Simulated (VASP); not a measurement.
Write the native input for VASP 6.6.1 that does the following.

| Quantity | Value |
| --- | --- |
| Task | single point |
| Functional | PBE |
| Dispersion | D3(BJ) |
| Potentials or basis | VASP PAW PBE potentials, release 64 (B, N) |
| Cutoff | 520 eV |
| k mesh | 12 × 12 × 4 |
| Occupations | methfessel-paxton, width 0.05 eV |
| Spin | no spin polarisation |
| Dipole correction | no |
| Further INCAR settings | ALGO = Normal; EDIFF = 1e-06; NBANDS = 16 |

The structure of BN lies in POSCAR:

```
BN
1.0
    2.5061127838      0.0000000000      0.0000000000
   -1.2530563919      2.1703573356      0.0000000000
    0.0000000000      0.0000000000      6.5923998870
B N
2 2
Direct
   -0.1679697924      0.0098140521      0.5000000000
    0.5082417611      0.6701303949      0.0000000000
    0.1710055175     -0.0026729601      0.0000000000
    0.4903062088      0.3257590738      0.5000000000
```

This cell differs from its parent crystal: atoms displaced along several vibrational modes.

These files were run (other wordings do the same):

INCAR

```
  PREC = Accurate
  ENCUT = 520
  EDIFF = 1E-6
  ISMEAR = 1
  SIGMA = 0.05
  LREAL = False
  LASPH = True
  NELM = 60
  ALGO = Normal
  ISIF = 2
  LWAVE = False
  LCHARG = False
  GGA = PE
  IVDW = 12
  NBANDS = 16
```

KPOINTS

```
Automatic mesh
0
Gamma
  12 12 4
```

Potentials or basis: VASP PAW PBE potentials, release 64 (B, N).

The run is started by

```bash
$ cat potpaw_PBE.64/B/POTCAR potpaw_PBE.64/N/POTCAR > POTCAR
$ mpirun -np 1 vasp_std > vasp.out
```

Results of the run:

* Pressure: 0.6 GPa
* Largest force: 1.542 eV/Å
* Band gap on the k mesh: 3.30 eV (least direct gap 3.69 eV)
* Dispersion energy per atom: -0.142 eV

Caveat: the cell differs from its parent crystal (atoms displaced along several vibrational modes); the stress differs along the axes, from -2 to 3 GPa; forces of over 1 eV/Å act on the atoms, so gaps and moduli don't describe the material at rest.

It took 3.5 min on 1 thread of Intel Xeon 8259CL, on a shared host, peak memory 0.24 GiB.
